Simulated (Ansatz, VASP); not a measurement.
**Two plane-wave programs on SnSe2**

```xyz
3
Lattice="4.0320 0.0000 0.0000 -2.0160 3.4918 0.0000 0.0000 0.0000 6.3344" Properties=species:S:1:pos:R:3 pbc="T T T"
Sn    0.0000    0.0000    0.0000
Se    0.0000    2.3279    1.6795
Se    2.0160    1.1639    4.6549
```

Alike in both runs: task single point; functional PBE; dispersion D3(BJ); k mesh 12 × 12 × 6; occupations gaussian, width 0.03 eV; no spin polarisation.

|  | VASP | Ansatz |
| --- | --- | --- |
| version | VASP 6.6.1 | Ansatz 0.2.0 |
| potentials or method | VASP PAW PBE potentials, release 64 (Sn_d, Se), cutoff 500 eV | scalar-relativistic, plane waves, PAW |
| valence electrons in the cell | 26 | 46 |

```csv
,VASP,Ansatz,Ansatz less VASP
gap on the k mesh at the Fermi level (eV),0.20,0.21,+0.006
least direct gap on the mesh (eV),0.41,0.41,+0.008
pressure (GPa),-6.9,-7.0,-0.02
"traceless stress, the component that is largest in VASP (GPa)",-0.20,-0.21,-0.006
rms of the force components (eV/Å),0.432,0.436,+0.0035
```

Atom by atom the forces differ by 0.004 eV/Å (rms over components). VASP's potentials hold 26 valence electrons a cell and Ansatz's 46, so a difference there can come from the potentials and not from the codes.
